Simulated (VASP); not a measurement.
# Re (Fd-3m) in VASP: further runs

Re is run at these levels: PBEsol; tasks: single point.

All numbers are computed with VASP 6.6.1; they aren't measurements. Logs are shortened: lines on timing, memory, paths and dates and some standing lists are left out, and cuts for length are marked.

**1. The cell of the first run**

It takes space group Fd-3m (No. 227, cubic). The conventional cell has a = 5.225 Å, b = 5.225 Å, c = 5.225 Å, α = 90.00°, β = 90.00°, γ = 90.00°. Re (site symmetry -43m) has 4 Re at 2.26 Å within 3.0 Å.

This isn't the form of Re at room conditions, which is hcp.

**2. Single point, PBEsol**

The input, INCAR:

```
SYSTEM = Re
PREC     = Accurate       ! precision mode
ENCUT    = 520            ! plane-wave cutoff, eV
EDIFF    = 1E-6           ! SCF threshold, eV
ISMEAR   = -1             ! smearing method
SIGMA    = 0.1            ! smearing width, eV
LREAL    = .FALSE.        ! projectors in reciprocal space
LASPH    = .TRUE.         ! aspherical terms in the spheres
NELM     = 60             ! most SCF steps
ALGO     = Normal         ! electronic algorithm
ISIF     = 2              ! what is computed and relaxed
LWAVE    = .FALSE.        ! write WAVECAR
LCHARG   = .FALSE.        ! write CHGCAR
GGA      = PS             ! functional
NBANDS   = 14             ! bands
```

The input, KPOINTS:

```
regular mesh
0
G
  13 13 13
  0 0 0
```

The input, POSCAR:

```
Re
1.0
    0.0000000000      2.6126767522      2.6126767522
    2.6126767522      0.0000000000      2.6126767522
    2.6126767522      2.6126767522      0.0000000000
Re
2
Direct
    0.0000000000      0.0000000000      0.0000000000
    0.2500000000      0.2500000000      0.2500000000
```

Potentials or basis: VASP PAW PBE potentials, release 64 (Re).

On the command line:

```console
$ cat potpaw_PBE.64/Re/POTCAR > POTCAR
$ mpirun -np 1 vasp_std > vasp.out
```

OUTCAR:

```text
SYSTEM = Re
   PREC = Accurate
   ENCUT = 520
   EDIFF = 1E-6
   ISMEAR = -1
   LREAL = .FALSE.
   LASPH = .TRUE.
   NELM = 60
   ISIF = 2
   GGA = PS

 ion  position               nearest neighbor table
   1  0.000  0.000  0.000-   2 2.26   2 2.26   2 2.26   2 2.26
   2  0.250  0.250  0.250-   1 2.26   1 2.26   1 2.26   1 2.26

  LATTYP: Found a face centered cubic cell.
 ALAT       =     5.2253535044

  Lattice vectors:

 A1 = (   0.0000000000,   2.6126767522,   2.6126767522)
 A2 = (   2.6126767522,   0.0000000000,   2.6126767522)
 A3 = (   2.6126767522,   2.6126767522,   0.0000000000)

Analysis of symmetry for initial positions (statically):
=====================================================================
 Subroutine PRICEL returns:
 Original cell was already a primitive cell.

 Routine SETGRP: Setting up the symmetry group for a
 face centered cubic supercell.

 Subroutine GETGRP returns: Found 48 space group operations
 (whereof 24 operations were pure point group operations)
 out of a pool of 48 trial point group operations.

The static configuration has the point symmetry T_d .
 The point group associated with its full space group is O_h .

Analysis of symmetry for dynamics (positions and initial velocities):
=====================================================================
 Subroutine PRICEL returns:
 Original cell was already a primitive cell.

 Routine SETGRP: Setting up the symmetry group for a
 face centered cubic supercell.

 Subroutine GETGRP returns: Found 48 space group operations
 (whereof 24 operations were pure point group operations)
 out of a pool of 48 trial point group operations.

The dynamic configuration has the point symmetry T_d .
 The point group associated with its full space group is O_h .

 Subroutine INISYM returns: Found 48 space group operations
 (whereof 24 operations are pure point group operations),
 and found     1 'primitive' translations

----------------------------------------------------------------------------------------

                                     Primitive cell

  volume of cell :      35.6687

  direct lattice vectors                    reciprocal lattice vectors
     0.000000000  2.612676752  2.612676752    -0.191374612  0.191374612  0.191374612
     2.612676752  0.000000000  2.612676752     0.191374612 -0.191374612  0.191374612
     2.612676752  2.612676752  0.000000000     0.191374612  0.191374612 -0.191374612

  length of vectors
     3.694882897  3.694882897  3.694882897     0.331470551  0.331470551  0.331470551

  position of ions in fractional coordinates (direct lattice)
     0.000000000  0.000000000  0.000000000
     0.250000000  0.250000000  0.250000000

  ion indices of the primitive-cell ions
   primitive index   ion index
                 1           1
                 2           2

----------------------------------------------------------------------------------------

 KPOINTS: regular mesh

Automatic generation of k-mesh.
 Grid dimensions read from file:
 generate k-points for:   13   13   13

 Generating k-lattice:

  Cartesian coordinates                     Fractional coordinates (reciprocal lattice)
    -0.014721124  0.014721124  0.014721124     0.076923077  0.000000000  0.000000000
     0.014721124 -0.014721124  0.014721124     0.000000000  0.076923077  0.000000000
     0.014721124  0.014721124 -0.014721124     0.000000000  0.000000000  0.076923077

  Length of vectors
     0.025497735  0.025497735  0.025497735

  Shift w.r.t. Gamma in fractional coordinates (k-lattice)
     0.000000000  0.000000000  0.000000000

 Subroutine IBZKPT returns following result:
 ===========================================

 Found     84 irreducible k-points:

 Following reciprocal coordinates:
            Coordinates               Weight
  0.000000  0.000000  0.000000      1.000000
  0.076923  0.000000  0.000000      8.000000
  0.153846  0.000000  0.000000      8.000000
  0.230769  0.000000  0.000000      8.000000
  0.307692  0.000000  0.000000      8.000000
  0.384615  0.000000  0.000000      8.000000
[... 16 lines left out ...]
  0.384615  0.153846  0.000000     24.000000
  0.461538  0.153846  0.000000     24.000000
 [... further k-points ...]
   k-points           NKPTS =     84   k-points in BZ     NKDIM =     84   number of bands    NBANDS=     14
   number of dos      NEDOS =    301   number of ions     NIONS =      2
   total plane-waves  NPLWV =  21952
   dimension x,y,z NGX =    28 NGY =   28 NGZ =   28
   dimension x,y,z NGXF=    56 NGYF=   56 NGZF=   56
   ions per type =               2
   NGX,Y,Z   is equivalent  to a cutoff of  12.60, 12.60, 12.60 a.u.
   NGXF,Y,Z  is equivalent  to a cutoff of  25.20, 25.20, 25.20 a.u.
 SYSTEM =  Re
   PREC   = accura    normal or accurate (medium, high low for compatibility)
   ISTART =      0    job   : 0-new  1-cont  2-samecut
   ICHARG =      2    charge: 1-file 2-atom 10-const
   ISPIN  =      1    spin polarized calculation?
   LNONCOLLINEAR =      F non collinear calculations
   LSORBIT =      F    spin-orbit coupling
   LASPH  =      T    aspherical Exc in radial PAW
   ENCUT  =  520.0 eV  38.22 Ry    6.18 a.u.   6.87  6.87  6.87*2*pi/ulx,y,z
   NELM   =     60;   NELMIN=  2; NELMDL= -5     # of ELM steps
   EDIFF  = 0.1E-05   stopping-criterion for ELM
   LREAL  =      F    real-space projection
   EDIFFG = 0.1E-04   stopping-criterion for IOM
   NSW    =      0    number of steps for IOM
   IBRION =     -1    ionic relax: 0-MD 1-quasi-New 2-CG
   NFREE  =      0    steps in history (QN), initial steepest desc. (CG)
   ISIF   =      2    stress and relaxation
   ISYM   =      2    0-nonsym 1-usesym 2-fastsym
   POTIM  = 0.5000    time-step for ionic-motion
   TEBEG  =    0.0;   TEEND  =   0.0 temperature during run
   PSTRESS=    0.0 pullay stress
   NELECT =      14.0000    total number of electrons
   NUPDOWN=      -1.0000    fix difference up-down
   EMIN   =  10.00;   EMAX   =-10.00  energy-range for DOS
   EFERMI =   0.00;   METHOD = LEGACY
   ISMEAR =    -1;   SIGMA  =   0.10  broadening in eV -4-tet -1-fermi 0-gaus
   EFERMI_NEDOS =   21; number of points for ismear=-14 and -15
   IALGO  =     38    algorithm
   IMIX   =      4    mixing-type and parameters
     AMIX     =   0.40;   BMIX     =  1.00
     AMIX_MAG =   1.60;   BMIX_MAG =  1.00
  volume/ion in A,a.u.               =      17.83       120.35
  Fermi-wavevector in a.u.,A,eV,Ry     =   1.198639  2.265100 19.547981  1.436736
  Thomas-Fermi vector in A             =   2.334523
   LORBIT       =      0    0 simple, 1 ext, 2 COOP (PROOUT), +10 PAW based schemes
   GGA     = PS    functional components
   LHFCALC =     F    Hartree Fock is set to
   AEXX    =    0.0000 exact exchange contribution
   IVDW    =     0    specifies the selected vdW correction
   LEPSILON=     F    determine dielectric tensor
   LRPA    =     F    only Hartree local field effects (RPA)
 non-spin polarized calculation
  energy-cutoff  :      520.00
  volume of cell :       35.67
 maximum number of plane-waves:       974
   NGX = 13   NGY = 13   NGZ = 13

 number of electron      14.0000001 magnetization

 Free energy of the ion-electron system (eV)
  ---------------------------------------------------
  ext. energy  EPLUGINS =         0.00000000
  ---------------------------------------------------
  free energy    TOTEN  =       -22.13094269 eV

  energy without entropy =      -22.09158086  energy(sigma->0) =      -22.11126177

 E-fermi :   5.5310     XC(G=0): -12.3017

 val. band max:        5.5285489208   @ k =  -0.3846   0.4615   0.1538
 cond. band min:       5.5385921024   @ k =  -0.3846   0.3077   0.0769
 fundamental gap:      0.0100431816
 Fermi energy:         5.5310479067

 k-point     1 :       0.0000    0.0000    0.0000
  band No.  band energies     occupation
      1      -2.5504      2.00000
      2       1.2749      2.00000
      3       1.2749      2.00000
      4       2.7615      2.00000
      5       2.7615      2.00000
      6       2.7615      2.00000
      7       6.3332      0.00066
      8       6.3332      0.00066
      9       6.3332      0.00066
     10      11.1467      0.00000
     11      11.1467      0.00000
     12      17.3819      0.00000
     13      18.8044      0.00000
     14      19.1182      0.00000

 k-point     2 :       0.0769    0.0000    0.0000
  band No.  band energies     occupation
      1      -2.4105      2.00000
      2       1.2080      2.00000
      3       1.2080      2.00000
      4       2.7338      2.00000
      5       2.8951      2.00000
      6       2.8951      2.00000
      7       6.0976      0.00690
      8       6.2994      0.00092
      9       6.2994      0.00092
     10      11.1223      0.00000
     11      11.1223      0.00000
     12      17.0315      0.00000
     13      19.0131      0.00000
     14      19.1988      0.00000

 k-point     3 :       0.1538    0.0000    0.0000
  band No.  band energies     occupation
      1      -2.0063      2.00000
      2       1.0978      2.00000
      3       1.0978      2.00000
      4       2.6638      2.00000
      5       3.1525      2.00000
      6       3.1525      2.00000
      7       5.5027      1.14070
      8       6.2597      0.00137
      9       6.2597      0.00137
     10      11.0413      0.00000
     11      11.0413      0.00000
     12      16.6315      0.00000
     13      18.7022      0.00000
     14      19.4287      0.00000
[... 324 lines left out ...]
 k-point    23 :       0.3846    0.1538    0.0000
  band No.  band energies     occupation
      1       0.0167      2.00000
      2       0.3910      2.00000
      3       1.9985      2.00000
      4       2.1104      2.00000
      5       2.4907      2.00000
      6       3.6692      2.00000
      7       4.6944      1.99954
      8       6.4200      0.00028
      9       7.5469      0.00000
     10       9.2638      0.00000
     11      11.0883      0.00000
     12      13.1681      0.00000
     13      16.4861      0.00000
     14      16.8755      0.00000

 k-point    24 :       0.4615    0.1538    0.0000
  band No.  band energies     occupation
      1       0.4963      2.00000
      2       0.5992      2.00000
      3       1.7365      2.00000
      4       1.9667      2.00000
      5       2.5376      2.00000
      6       3.5009      2.00000
      7       4.9796      1.99198
      8       6.7477      0.00001
      9       7.6318      0.00000
     10       9.4778      0.00000
     11      10.5478      0.00000
     12      11.4517      0.00000
     13      16.2299      0.00000
     14      16.6473      0.00000

 [... further k-points ...]

------------------------ aborting loop because EDIFF is reached ----------------------------------------

  FORCE on cell =-STRESS in cart. coord.  units (eV):
  Direction    XX          YY          ZZ          XY          YZ          ZX
  --------------------------------------------------------------------------------------
  -------------------------------------------------------------------------------------
  Total       12.1978971     12.1978971     12.1978971      0.0000000     -0.0000000      0.0000000
  in kB      547.9090930    547.9090930    547.9090930      0.0000000     -0.0000000      0.0000000
  external PRESSURE =     547.9090930 kB  Pullay stress =       0.0000000 kB

 VOLUME and BASIS-vectors are now :
 -----------------------------------------------------------------------------
  energy-cutoff  :      520.00
  volume of cell :       35.67
      direct lattice vectors                 reciprocal lattice vectors
     0.000000000  2.612676752  2.612676752    -0.191374612  0.191374612  0.191374612
     2.612676752  0.000000000  2.612676752     0.191374612 -0.191374612  0.191374612
     2.612676752  2.612676752  0.000000000     0.191374612  0.191374612 -0.191374612

 POSITION                                       TOTAL-FORCE (eV/Angst)
 -----------------------------------------------------------------------------------
      0.00000      0.00000      0.00000         0.000000      0.000000      0.000000
      1.30634      1.30634      1.30634        -0.000000     -0.000000     -0.000000
 -----------------------------------------------------------------------------------
    total drift:                                0.000000      0.000000      0.000000

  FREE ENERGIE OF THE ION-ELECTRON SYSTEM (eV)
  ---------------------------------------------------
  free  energy   TOTEN  =       -22.1309426857 eV

  energy  without entropy=      -22.0915808635  energy(sigma->0) =      -22.11126177
```

Run time: 68 s. Hardware: 1 thread of Intel Xeon 8259CL, shared host; peak memory 0.18 GiB.

Results:

```yaml
Free_energy: -22.1309 eV
Pressure: 54.8 GPa
Band_gap_on_the_k_mesh: zero (bands 7 and 8 overlap by 1.49 eV)
```

Caveat: the cell stands under pressure; the PAW data sets were made with another functional, which shifts forces and pressure a little; spin-orbit coupling is left out, which moves the levels of the heavy elements.

**3. Single point, PBEsol**

This run uses another cell than the first one, of 18.80 Å³/atom.

The input, INCAR:

```
SYSTEM = Re
PREC = Accurate ; ENCUT = 520
EDIFF = 1E-7 ; ISMEAR = -1
SIGMA = 0.1 ; LREAL = .False.
LASPH = .True. ; NELM = 60
ALGO = Normal ; ISIF = 2
LWAVE = .False. ; LCHARG = .False.
GGA = PS ; NBANDS = 14
```

The input, KPOINTS:

```
regular mesh
0
Gamma
  13 13 13
  0 0 0
```

The input, POSCAR:

```
Re
1.0
    0.0000000000      2.6589111958      2.6589111958
    2.6589111958      0.0000000000      2.6589111958
    2.6589111958      2.6589111958      0.0000000000
Re
2
Direct
    0.0000000000      0.0000000000      0.0000000000
    0.2500000000      0.2500000000      0.2500000000
```

Potentials or basis: VASP PAW PBE potentials, release 64 (Re).

On the command line:

```console
$ cat potpaw_PBE.64/Re/POTCAR > POTCAR
$ mpirun -np 1 vasp_std > vasp.out
```

It took 75 s on 1 thread of Intel Xeon 8259CL, shared host; peak memory 0.18 GiB.

It converged, with:

- Free energy: -22.6747 eV
- Pressure: 36.2 GPa
- Band gap on the k mesh: zero (bands 7 and 8 overlap by 1.40 eV)

Levels at points of the mesh, in eV from the Fermi level:
| k point | band 5 | band 6 | band 7 | band 8 | band 9 | band 10 |
| --- | --- | --- | --- | --- | --- | --- |
| (0.00, 0.00, 0.00) | -2.63 | -2.63 | 0.77 | 0.77 | 0.77 | 5.25 |

Caveat: the cell stands under pressure; the PAW data sets were made with another functional, which shifts forces and pressure a little; spin-orbit coupling is left out, which moves the levels of the heavy elements.

(Part 1 of 2 ends here.)

The gap in the log of VASP goes by the Fermi energy; the results here count the filled bands.